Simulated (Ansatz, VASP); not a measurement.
# One calculation of Ti4C3, two programs

```
CELL_PARAMETERS angstrom
-2.15567 2.15567 4.34643
2.15567 -2.15567 4.34643
2.15567 2.15567 -4.34643
ATOMIC_POSITIONS crystal
Ti 0.00000 0.50000 0.50000
Ti 0.76284 0.76284 0.00000
Ti 0.23716 0.23716 0.00000
Ti 0.50000 0.00000 0.50000
C 0.25000 0.75000 0.50000
C 0.75000 0.25000 0.50000
C 0.00000 0.00000 0.00000
```

Change from the starting cell: species swapped into the Nb4N3 type (I4/mmm, No. 139).

Alike in both runs: functional PBE; k mesh 5 × 5 × 5; occupations gaussian, width 0.2 eV; no spin polarisation.

Ansatz relaxed the structure, and its values are those at the end. VASP's run is a single point on that final structure, the one shown.

|  | VASP | Ansatz |
| --- | --- | --- |
| version | VASP 6.6.1 | Ansatz 0.2.0 |
| potentials or method | VASP PAW PBE potentials, release 64 (Ti_sv, C), cutoff 520 eV | scalar-relativistic, plane waves, PAW |
| valence electrons in the cell | 60 | 60 |

VASP gave:

* gap on the k mesh at the Fermi level (eV): none
* pressure (GPa): 0.2
* rms of the force components (eV/Å): 0.005

Problem. What did Ansatz give for the same quantities?

Solution. gap on the k mesh at the Fermi level (eV): none; pressure (GPa): 0.0; rms of the force components (eV/Å): 0.001.

A gap of «none» marks a metal or a gap that the smearing closes.

The k mesh is coarse, so the values compare programs but aren't converged.
